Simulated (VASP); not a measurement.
Write the native input for VASP 6.6.1 that does the following.

```yaml
Task: single point
Functional: PBEsol
Potentials_or_basis: VASP PAW PBE potentials, release 64 (Al, Ga_d, N)
Cutoff: 520 eV
k_mesh: 6 × 6 × 6
Occupations: gaussian, width 0.02 eV
Spin: no spin polarisation
Dipole_correction: no
Further_INCAR_settings: ALGO = Normal; EDIFF = 1e-06; NBANDS = 31
```

The structure of Al3GaN4 lies in POSCAR:

```
Al3GaN4
1.0
    4.5392046830      0.0000000000      0.0000000000
    0.0000000000      4.5392046830      0.0000000000
    0.0000000000      0.0000000000      4.3276689307
Al Ga N
3 1 4
Direct
    0.5000000000      0.5000000000      0.0000000000
    0.5000000000      0.0000000000      0.5000000000
    0.0000000000      0.5000000000      0.5000000000
    0.0000000000      0.0000000000      0.0000000000
    0.7448477987      0.7448477987      0.2555453140
    0.7448477987      0.2551522013      0.7444546860
    0.2551522013      0.7448477987      0.7444546860
    0.2551522013      0.2551522013      0.2555453140
```

This cell differs from its parent crystal: biaxial strain in the a-b plane: +3.0 %.

These files were run (other wordings do the same):

INCAR

```
ALGO = Normal
EDIFF = 1E-6
ENCUT = 520
GGA = PS
ISIF = 2
ISMEAR = 0
LASPH = T
LCHARG = F
LREAL = F
LWAVE = F
NBANDS = 31
NELM = 100
PREC = Accurate
SIGMA = 0.02
```

KPOINTS

```
k-points
0
Gamma
  6 6 6
```

Potentials or basis: VASP PAW PBE potentials, release 64 (Al, Ga_d, N).

Command:

```console
$ cat potpaw_PBE.64/Al/POTCAR potpaw_PBE.64/Ga_d/POTCAR potpaw_PBE.64/N/POTCAR > POTCAR
$ mpirun -np 1 vasp_std > vasp.out
```

Results of the run:

```yaml
Pressure: -7.7 GPa
Largest_force: 0.017 eV/Å
Band_gap_on_the_k_mesh: 2.98 eV
```

Caveat: the cell differs from its parent crystal (biaxial strain in the a-b plane: +3.0 %); the cell stands under tension; the PAW data sets were made with another functional, which shifts forces and pressure a little.

Wall time 47 s on 1 thread of Intel(R) Xeon(R) 6975P-C (Granite Rapids), on a shared host, peak memory 0.24 GiB.
